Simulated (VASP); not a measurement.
A run of VASP 6.6.1 is set up as follows.

Contents of INCAR:

```
ALGO = Normal
EDIFF = 1E-6
ENCUT = 520
GGA = PS
ISIF = 2
ISMEAR = 0
LASPH = True
LCHARG = False
LREAL = False
LWAVE = False
NBANDS = 38
NELM = 100
PREC = Accurate
SIGMA = 0.1
```

File KPOINTS:

```
k-points
0
Gamma
  8 8 8
```

Contents of POSCAR:

```
SiNi
1.0
    4.6122037547      0.0000000000      0.0000000000
    0.0000000000      4.6122037547      0.0000000000
    0.0000000000      0.0000000000      4.6122037547
Si Ni
4 4
Direct
    0.8452402865      0.8452402865      0.8452402865
    0.6547597135      0.1547597135      0.3452402865
    0.3452402865      0.6547597135      0.1547597135
    0.1547597135      0.3452402865      0.6547597135
    0.1455687555      0.1455687555      0.1455687555
    0.3544312445      0.8544312445      0.6455687555
    0.6455687555      0.3544312445      0.8544312445
    0.8544312445      0.6455687555      0.3544312445
```

Potentials or basis: VASP PAW PBE potentials, release 64 (Si, Ni).

The run is started by

```console
$ cat potpaw_PBE.64/Si/POTCAR potpaw_PBE.64/Ni/POTCAR > POTCAR
$ mpirun -np 1 vasp_std > vasp.out
```

Estimate the pressure.

-14.9 GPa.

What does it give for the largest force?

0.004 eV/Å.

Estimate the band gap on the k mesh.

zero (band 28 reaches 11.53 eV, above the bottom of band 29 at 10.45 eV).

Forces on the atoms (eV/Å):
```
Si   0.002  0.002  0.002
Si  -0.002 -0.002  0.002
Si   0.002 -0.002 -0.002
Si  -0.002  0.002 -0.002
Ni   0.000  0.000  0.000
Ni   0.000  0.000  0.000
Ni   0.000  0.000  0.000
Ni   0.000  0.000  0.000
```

Caveat: the PAW data sets were made with another functional, which shifts forces and pressure a little. Spin polarisation is off, so any magnetic state and its effect on volume and gap are missing.
